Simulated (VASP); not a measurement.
Set up this calculation in VASP 6.6.1, as the native input.

- Task: single point
- Functional: r2SCAN
- Dispersion: rVV10
- Potentials or basis: VASP PAW PBE potentials, release 64 (Si, N)
- Cutoff: 520 eV
- k mesh: 7 × 7 × 7
- Occupations: fermi-dirac, width 0.05 eV
- Spin: no spin polarisation
- Dipole correction: no
- Further INCAR settings: ALGO = Normal; EDIFF = 1e-06; NBANDS = 25

Crystal: Si3N4.

```xyz
7
Lattice="4.0948 0.0000 0.0000 0.0000 4.0948 0.0000 0.0000 0.0000 4.0948" Properties=species:S:1:pos:R:3 pbc="T T T"
Si    0.0000    0.0000    2.0474
Si    2.0474    0.0000    0.0000
Si    0.0000    2.0474    0.0000
N     0.9805    0.9805    3.1144
N     3.1144    3.1144    3.1144
N     0.9805    3.1144    0.9805
N     3.1144    0.9805    0.9805
```

The input as run:

POSCAR

```
Si3N4
1.0
    4.0948273510      0.0000000000      0.0000000000
    0.0000000000      4.0948273510      0.0000000000
    0.0000000000      0.0000000000      4.0948273510
Si N
3 4
Direct
    0.0000000000      0.0000000000      0.5000000000
    0.5000000000      0.0000000000      0.0000000000
    0.0000000000      0.5000000000      0.0000000000
    0.2394382918      0.2394382918      0.7605617082
    0.7605617082      0.7605617082      0.7605617082
    0.2394382918      0.7605617082      0.2394382918
    0.7605617082      0.2394382918      0.2394382918
```

INCAR.step1

```
ALGO = Normal
EDIFF = 1E-4
ENCUT = 520
GGA = PE
ISMEAR = -1
LASPH = True
LCHARG = False
LREAL = False
LWAVE = True
NBANDS = 25
NELM = 100
PREC = Accurate
SIGMA = 0.05
```

INCAR.step2

```
ALGO = Normal
BPARAM = 11.95
CPARAM = 0.0093
EDIFF = 1E-6
ENCUT = 520
ISIF = 2
ISMEAR = -1
ISTART = 1
IVDW_NL = 2
LASPH = True
LCHARG = False
LMIXTAU = True
LREAL = False
LUSE_VDW = True
LWAVE = False
METAGGA = R2SCAN
NBANDS = 25
NELM = 100
PREC = Accurate
SIGMA = 0.05
```

KPOINTS

```
k-points
0
Gamma
  7 7 7
```

Potentials or basis: VASP PAW PBE potentials, release 64 (Si, N).

Launch:

```sh
$ cat potpaw_PBE.64/Si/POTCAR potpaw_PBE.64/N/POTCAR > POTCAR
$ cp INCAR.step1 INCAR
$ mpirun -np 1 vasp_std > vasp.out
$ cp INCAR.step2 INCAR
$ mpirun -np 1 vasp_std > vasp.out
```

Results of the run:

```
Pressure               : 0.0 GPa
Largest force          : 0.005 eV/Å
Band gap on the k mesh : 3.29 eV, indirect (least direct gap 3.48 eV)
```

Caveat: the PAW data sets were made with another functional, which shifts forces and pressure a little.

It took 68 s on 1 thread of Intel(R) Xeon(R) 6975P-C (Granite Rapids), with other jobs on the host, peak memory 0.28 GiB.
